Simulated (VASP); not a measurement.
A run of VASP 6.6.1:

File INCAR:

```
SYSTEM = Sb
  ALGO = Normal
  EDIFF = 1E-6
  ENCUT = 500
  GGA = PE
  GGA_COMPAT = .False.
  ISIF = 2
  ISMEAR = -1
  LASPH = .True.
  LCHARG = .True.
  LELF = .True.
  LREAL = .False.
  LVHAR = .True.
  LWAVE = .False.
  NBANDS = 8
  NELM = 120
  PREC = Accurate
  SIGMA = 0.15
```

File KPOINTS:

```
k-points
0
Gamma
  4 4 4
  0 0 0
```

File POSCAR:

```
Sb
1.0
    0.0000000000      2.3796209900      2.3796209900
    2.3796209900      0.0000000000      2.3796209900
    2.3796209900      2.3796209900      0.0000000000
Sb
1
Direct
    0.0000000000      0.0000000000      0.0000000000
```

Potentials or basis: VASP PAW PBE potentials, release 64 (Sb).

Command:

```bash
$ cat potpaw_PBE.64/Sb/POTCAR > POTCAR
$ mpirun -np 1 vasp_std > vasp.out
```

Hardware: 1 thread of Intel Xeon 8259CL (shared host).

Question: How long does it take, and how much memory?

Answer: It took 6.6 s on 1 thread of Intel Xeon 8259CL, on a shared host, peak memory 0.15 GiB. Counts: scf iterations 9, k points 8.
